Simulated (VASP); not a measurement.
Crystal: As2Se.

```
As Se
1.0
     0.00000    4.17937    4.17937
     4.17937    0.00000    4.17937
     4.17937    4.17937    0.00000
As Se
4 2
Direct
  0.12500 0.12500 0.12500
  0.62500 0.12500 0.12500
  0.12500 0.12500 0.62500
  0.12500 0.62500 0.12500
  0.50000 0.50000 0.50000
  0.75000 0.75000 0.75000
```

The cell was generated, and may not be a known phase.

```yaml
Program: VASP 6.6.1
Task: relaxation of cell and atoms
Functional: PBE
Potentials_or_basis: VASP PAW PBE potentials, release 64 (As, Se)
Cutoff: 600 eV
k_mesh: 4 × 4 × 4
Occupations: gaussian, width 0.1 eV
Spin: no spin polarisation
```

At the start: pressure -8.5 GPa; volume 24.33 Å³/atom.

Task: How do energy, volume and symmetry change on relaxing?

Result: Over 3 steps the energy falls by 122.6 meV/atom and the volume is 20.41 Å³/atom (-16.1 %); space group Fd-3m (No. 227, to 0.1 Å) before and after.

Step by step:
```csv
step,energy change (eV),largest force (eV/Å),pressure (GPa),volume (Å³)
1,0.0000,0.0000,-8.53,146.00
2,-0.7260,0.0000,1.38,120.32
3,-0.7354,0.0000,0.03,122.48
```

Final structure:
```
As Se
1.0
     0.00000    3.94168    3.94168
     3.94168    0.00000    3.94168
     3.94168    3.94168    0.00000
As Se
4 2
Direct
  0.12500 0.12500 0.12500
  0.62500 0.12500 0.12500
  0.12500 0.12500 0.62500
  0.12500 0.62500 0.12500
  0.50000 0.50000 0.50000
  0.75000 0.75000 0.75000
```

Caveat: the volume moved by over 15 % at a fixed basis, so the end points are rough; the highest band is partly filled, so the run has too few bands.
